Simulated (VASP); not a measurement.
Runs of VASP 6.6.1 on In. The structure is that of space group Pm-3m (No. 221), or close to it. The cells are those of the table. This isn't the form of In at room conditions, which is tetragonal.

```csv
task,cell,k mesh,cutoff (eV),gap on the mesh (eV),pressure (GPa),relaxed volume (Å³/atom)
relaxation of cell and atoms,"relaxed from a = 3.023 Å, 1 atom",14 × 14 × 14,600,none,0.1,29.35
single point,"a = 3.088 Å, 1 atom",14 × 14 × 14,520,none,0.0,-
relaxation of cell and atoms,"relaxed from a = 3.088 Å, 1 atom",14 × 14 × 14,600,none,0.0,(a)
single point,"a = 3.023 Å, 1 atom",6 × 6 × 6,520,none,2.6,-
```

Alike in all rows: level PBE; potentials or basis VASP PAW PBE potentials, release 64 (In_d); no spin polarisation; smearing gaussian 0.1 eV.

Fill in the values left out.

(a) 29.46.

Caveats: spin-orbit coupling is left out, which moves the levels of the heavy elements.

A k mesh can miss the band edges, and the runs leave out spin-orbit coupling on In.

A gap of «none» marks levels without a gap at the run's occupations.
